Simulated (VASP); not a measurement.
# HfN (Fm-3m) in VASP: relaxation of the atoms with PBE

Aim: the relaxation of the atoms of HfN with PBE.

All numbers are computed with VASP 6.6.1; they aren't measurements. Logs are shortened: lines on timing, memory, paths and dates and some standing lists are left out, and cuts for length are marked.

### Step 1. The cell of the first run

The structure is cubic, space group Fm-3m (No. 225). Conventional cell: a = 4.426 Å, b = 4.426 Å, c = 4.426 Å, α = 90.00°, β = 90.00°, γ = 90.00°. Within 2.9 Å of Hf (site symmetry m-3m) lie 6 N at 2.21 Å. N (site symmetry m-3m) has 6 Hf at 2.21 Å within 2.9 Å.

### Step 2. Relaxation of the atoms, PBE (volume scaled by 0.94)

Input file INCAR:

```
ALGO = Normal
EDIFF = 1E-7
EDIFFG = -0.02
ENCUT = 520
GGA = PE
IBRION = 2
ISIF = 2
ISMEAR = -1
LASPH = True
LCHARG = False
LREAL = False
LWAVE = False
NELM = 60
NSW = 80
PREC = Accurate
SIGMA = 0.05
```

Input file KPOINTS:

```
k-points
0
Gamma
  18 18 18
```

Input file POSCAR:

```
HfN
1.0
    0.0000000000      2.2128850196      2.2128850196
    2.2128850196      0.0000000000      2.2128850196
    2.2128850196      2.2128850196      0.0000000000
Hf N
1 1
Direct
    0.0000000000      0.0000000000      0.0000000000
    0.5000000000      0.5000000000      0.5000000000
```

Potentials or basis: VASP PAW PBE potentials, release 64 (Hf_pv, N).

Launch:

```console
$ cat potpaw_PBE.64/Hf_pv/POTCAR potpaw_PBE.64/N/POTCAR > POTCAR
$ mpirun -np 1 vasp_std > vasp.out
```

OUTCAR:

```text
EDIFF = 1E-7
   EDIFFG = -0.02
   ENCUT = 520
   GGA = PE
   IBRION = 2
   ISIF = 2
   ISMEAR = -1
   LASPH = True
   LREAL = False
   NELM = 60
   NSW = 80
   PREC = Accurate

 ion  position               nearest neighbor table
   1  0.000  0.000  0.000-   2 2.21   2 2.21   2 2.21   2 2.21   2 2.21   2 2.21
   2  0.500  0.500  0.500-   1 2.21   1 2.21   1 2.21   1 2.21   1 2.21   1 2.21

  LATTYP: Found a face centered cubic cell.
 ALAT       =     4.4257700392

  Lattice vectors:

 A1 = (   0.0000000000,   2.2128850196,   2.2128850196)
 A2 = (   2.2128850196,   0.0000000000,   2.2128850196)
 A3 = (   2.2128850196,   2.2128850196,   0.0000000000)

Analysis of symmetry for initial positions (statically):
=====================================================================
 Subroutine PRICEL returns:
 Original cell was already a primitive cell.

 Routine SETGRP: Setting up the symmetry group for a
 face centered cubic supercell.

 Subroutine GETGRP returns: Found 48 space group operations
 (whereof 48 operations were pure point group operations)
 out of a pool of 48 trial point group operations.

The static configuration has the point symmetry O_h .

Analysis of symmetry for dynamics (positions and initial velocities):
=====================================================================
 Subroutine PRICEL returns:
 Original cell was already a primitive cell.

 Routine SETGRP: Setting up the symmetry group for a
 face centered cubic supercell.

 Subroutine GETGRP returns: Found 48 space group operations
 (whereof 48 operations were pure point group operations)
 out of a pool of 48 trial point group operations.

The dynamic configuration has the point symmetry O_h .

 Subroutine INISYM returns: Found 48 space group operations
 (whereof 48 operations are pure point group operations),
 and found     1 'primitive' translations

----------------------------------------------------------------------------------------

                                     Primitive cell

  volume of cell :      21.6724

  direct lattice vectors                    reciprocal lattice vectors
     0.000000000  2.212885020  2.212885020    -0.225949381  0.225949381  0.225949381
     2.212885020  0.000000000  2.212885020     0.225949381 -0.225949381  0.225949381
     2.212885020  2.212885020  0.000000000     0.225949381  0.225949381 -0.225949381

  length of vectors
     3.129492007  3.129492007  3.129492007     0.391355808  0.391355808  0.391355808

  position of ions in fractional coordinates (direct lattice)
     0.000000000  0.000000000  0.000000000
     0.500000000  0.500000000  0.500000000

  ion indices of the primitive-cell ions
   primitive index   ion index
                 1           1
                 2           2

----------------------------------------------------------------------------------------

 KPOINTS: k-points

Automatic generation of k-mesh.
 Grid dimensions read from file:
 generate k-points for:   18   18   18

 Generating k-lattice:

  Cartesian coordinates                     Fractional coordinates (reciprocal lattice)
    -0.012552743  0.012552743  0.012552743     0.055555556  0.000000000  0.000000000
     0.012552743 -0.012552743  0.012552743     0.000000000  0.055555556  0.000000000
     0.012552743  0.012552743 -0.012552743     0.000000000  0.000000000  0.055555556

  Length of vectors
     0.021741989  0.021741989  0.021741989

  Shift w.r.t. Gamma in fractional coordinates (k-lattice)
     0.000000000  0.000000000  0.000000000

 Subroutine IBZKPT returns following result:
 ===========================================

 Found    195 irreducible k-points:

 Following reciprocal coordinates:
            Coordinates               Weight
  0.000000  0.000000  0.000000      1.000000
  0.055556  0.000000  0.000000      8.000000
  0.111111  0.000000  0.000000      8.000000
  0.166667  0.000000  0.000000      8.000000
  0.222222  0.000000  0.000000      8.000000
  0.277778  0.000000  0.000000      8.000000
[... 16 lines left out ...]
 -0.277778  0.055556  0.000000     24.000000
 -0.222222  0.055556  0.000000     24.000000
 [... further k-points ...]
   k-points           NKPTS =    195   k-points in BZ     NKDIM =    195   number of bands    NBANDS=     11
   number of dos      NEDOS =    301   number of ions     NIONS =      2
   total plane-waves  NPLWV =  13824
   dimension x,y,z NGX =    24 NGY =   24 NGZ =   24
   dimension x,y,z NGXF=    48 NGYF=   48 NGZF=   48
   ions per type =               1   1
   NGX,Y,Z   is equivalent  to a cutoff of  12.75, 12.75, 12.75 a.u.
   NGXF,Y,Z  is equivalent  to a cutoff of  25.50, 25.50, 25.50 a.u.
 SYSTEM =  unknown system
   PREC   = accura    normal or accurate (medium, high low for compatibility)
   ISTART =      0    job   : 0-new  1-cont  2-samecut
   ICHARG =      2    charge: 1-file 2-atom 10-const
   ISPIN  =      1    spin polarized calculation?
   LNONCOLLINEAR =      F non collinear calculations
   LSORBIT =      F    spin-orbit coupling
   LASPH  =      T    aspherical Exc in radial PAW
   ENCUT  =  520.0 eV  38.22 Ry    6.18 a.u.   5.82  5.82  5.82*2*pi/ulx,y,z
   NELM   =     60;   NELMIN=  2; NELMDL= -5     # of ELM steps
   EDIFF  = 0.1E-06   stopping-criterion for ELM
   LREAL  =      F    real-space projection
   EDIFFG = -.2E-01   stopping-criterion for IOM
   NSW    =     80    number of steps for IOM
   IBRION =      2    ionic relax: 0-MD 1-quasi-New 2-CG
   NFREE  =      1    steps in history (QN), initial steepest desc. (CG)
   ISIF   =      2    stress and relaxation
   ISYM   =      2    0-nonsym 1-usesym 2-fastsym
   POTIM  = 0.5000    time-step for ionic-motion
   TEBEG  =    0.0;   TEEND  =   0.0 temperature during run
   PSTRESS=    0.0 pullay stress
   NELECT =      15.0000    total number of electrons
   NUPDOWN=      -1.0000    fix difference up-down
   EMIN   =  10.00;   EMAX   =-10.00  energy-range for DOS
   EFERMI =   0.00;   METHOD = LEGACY
   ISMEAR =    -1;   SIGMA  =   0.05  broadening in eV -4-tet -1-fermi 0-gaus
   EFERMI_NEDOS =   21; number of points for ismear=-14 and -15
   IALGO  =     38    algorithm
   IMIX   =      4    mixing-type and parameters
     AMIX     =   0.40;   BMIX     =  1.00
     AMIX_MAG =   1.60;   BMIX_MAG =  1.00
  volume/ion in A,a.u.               =      10.84        73.13
  Fermi-wavevector in a.u.,A,eV,Ry     =   1.448115  2.736541 28.531924  2.097037
  Thomas-Fermi vector in A             =   2.565993
   LORBIT       =      0    0 simple, 1 ext, 2 COOP (PROOUT), +10 PAW based schemes
   GGA     = PE    functional components
   LHFCALC =     F    Hartree Fock is set to
   AEXX    =    0.0000 exact exchange contribution
   IVDW    =     0    specifies the selected vdW correction
   LEPSILON=     F    determine dielectric tensor
   LRPA    =     F    only Hartree local field effects (RPA)
 conjugate gradient relaxation of ions
 non-spin polarized calculation
  energy-cutoff  :      520.00
  volume of cell :       21.67
 maximum number of plane-waves:       594
   NGX = 11   NGY = 11   NGZ = 11

 number of electron      15.0000002 magnetization

 Free energy of the ion-electron system (eV)
  ---------------------------------------------------
  ext. energy  EPLUGINS =         0.00000000
  ---------------------------------------------------
  free energy    TOTEN  =       -21.64765183 eV

  energy without entropy =      -21.64276664  energy(sigma->0) =      -21.64520924

 E-fermi :   8.9418     XC(G=0): -13.0610

 val. band max:        8.9169434032   @ k =   0.4444   0.2222   0.1111
 cond. band min:       8.9589490572   @ k =  -0.1111   0.0556   0.0000
 fundamental gap:      0.0420056541
 Fermi energy:         8.9418309957

 k-point     1 :       0.0000    0.0000    0.0000
  band No.  band energies     occupation
      1     -21.9579      2.00000
      2     -21.9579      2.00000
      3     -21.9579      2.00000
      4      -8.9314      2.00000
      5       5.8468      2.00000
      6       5.8468      2.00000
      7       5.8468      2.00000
      8       8.5628      1.99898
      9       8.5628      1.99898
     10       8.5628      1.99898
     11      11.0692      0.00000

 k-point     2 :       0.0556    0.0000    0.0000
  band No.  band energies     occupation
      1     -21.9990      2.00000
      2     -21.9611      2.00000
      3     -21.9611      2.00000
      4      -8.8490      2.00000
      5       5.5113      2.00000
      6       5.6399      2.00000
      7       5.6399      2.00000
      8       8.6660      1.99199
      9       8.6793      1.98957
     10       8.6793      1.98957
     11      11.3348      0.00000

 k-point     3 :       0.1111    0.0000    0.0000
  band No.  band energies     occupation
      1     -22.1153      2.00000
      2     -21.9703      2.00000
      3     -21.9703      2.00000
      4      -8.6107      2.00000
      5       4.7217      2.00000
      6       5.1426      2.00000
      7       5.1426      2.00000
      8       8.8599      1.67489
      9       8.9890      0.56045
     10       8.9890      0.56045
     11      12.0416      0.00000

 k-point     4 :       0.1667    0.0000    0.0000
  band No.  band energies     occupation
      1     -22.2877      2.00000
      2     -21.9842      2.00000
      3     -21.9842      2.00000
      4      -8.2418      2.00000
      5       3.7598      2.00000
      6       4.5434      2.00000
      7       4.5434      2.00000
      8       9.0832      0.11177
      9       9.4500      0.00008
     10       9.4500      0.00008
     11      12.9897      0.00000

 k-point     5 :       0.2222    0.0000    0.0000
  band No.  band energies     occupation
      1     -22.4910      2.00000
      2     -22.0013      2.00000
      3     -22.0013      2.00000
      4      -7.7785      2.00000
      5       2.7718      2.00000
      6       3.9549      2.00000
      7       3.9549      2.00000
      8       9.3863      0.00028
      9      10.0430      0.00000
     10      10.0430      0.00000
     11      13.8210      0.00000
[... 211 lines left out ...]
 k-point    21 :      -0.3889    0.0556    0.0000
  band No.  band energies     occupation
      1     -23.0590      2.00000
      2     -22.0893      2.00000
      3     -22.0481      2.00000
      4      -6.1915      2.00000
      5       0.1931      2.00000
      6       2.5752      2.00000
      7       2.7497      2.00000
      8      11.2150      0.00000
      9      12.1592      0.00000
     10      12.8045      0.00000
     11      14.7275      0.00000

 k-point    22 :      -0.3333    0.0556    0.0000
  band No.  band energies     occupation
      1     -22.9314      2.00000
      2     -22.0815      2.00000
      3     -22.0304      2.00000
      4      -6.5926      2.00000
      5       0.7640      2.00000
      6       2.7953      2.00000
      7       3.0637      2.00000
      8      10.4658      0.00000
      9      11.4187      0.00000
     10      12.3443      0.00000
     11      14.7902      0.00000

 k-point    23 :      -0.2778    0.0556    0.0000
  band No.  band energies     occupation
      1     -22.7603      2.00000
      2     -22.0675      2.00000
      3     -22.0108      2.00000
      4      -7.0746      2.00000
      5       1.5027      2.00000
      6       3.1338      2.00000
      7       3.4859      2.00000
      8       9.8576      0.00000
      9      10.6591      0.00000
     10      11.6494      0.00000
     11      14.2874      0.00000

 k-point    24 :      -0.2222    0.0556    0.0000
  band No.  band energies     occupation
      1     -22.5633      2.00000
      2     -22.0486      2.00000
      3     -21.9918      2.00000
      4      -7.5761      2.00000
      5       2.3528      2.00000
      6       3.5796      2.00000
      7       3.9979      2.00000
      8       9.4083      0.00018
      9       9.9648      0.00000
     10      10.9108      0.00000
     11      13.3861      0.00000

 [... further k-points ...]
[... 5 lines left out ...]
  --------------------------------------------------------------------------------------
  -------------------------------------------------------------------------------------
  Total        3.1178391      3.1178391      3.1178391     -0.0000000      0.0000000      0.0000000
  in kB      230.4929994    230.4929994    230.4929994     -0.0000000      0.0000000      0.0000000
  external PRESSURE =     230.4929994 kB  Pullay stress =       0.0000000 kB

 VOLUME and BASIS-vectors are now :
 -----------------------------------------------------------------------------
  energy-cutoff  :      520.00
  volume of cell :       21.67
      direct lattice vectors                 reciprocal lattice vectors
     0.000000000  2.212885020  2.212885020    -0.225949381  0.225949381  0.225949381
     2.212885020  0.000000000  2.212885020     0.225949381 -0.225949381  0.225949381
     2.212885020  2.212885020  0.000000000     0.225949381  0.225949381 -0.225949381

 POSITION                                       TOTAL-FORCE (eV/Angst)
 -----------------------------------------------------------------------------------
      0.00000      0.00000      0.00000         0.000000      0.000000      0.000000
      2.21289      2.21289      2.21289        -0.000000     -0.000000     -0.000000
 -----------------------------------------------------------------------------------
    total drift:                                0.000000     -0.000000     -0.000000

  FREE ENERGIE OF THE ION-ELECTRON SYSTEM (eV)
  ---------------------------------------------------
  free  energy   TOTEN  =       -21.6476518299 eV

  energy  without entropy=      -21.6427666434  energy(sigma->0) =      -21.64520924

 reached required accuracy - stopping structural energy minimisation
```

It took 52 s on 1 thread of Intel Xeon 8259CL, shared host; peak memory 0.18 GiB.

What came out:

```yaml
Free_energy: -21.6477 eV
Pressure_after_relaxing: 23.0 GPa
```

Final structure:
```
CELL_PARAMETERS angstrom
0.00000 2.21289 2.21289
2.21289 0.00000 2.21289
2.21289 2.21289 0.00000
ATOMIC_POSITIONS crystal
Hf 0.00000 0.00000 0.00000
N 0.50000 0.50000 0.50000
```

Caveat: the relaxation stopped at its first step, so nothing moved; spin-orbit coupling is left out, which moves the levels of the heavy elements.
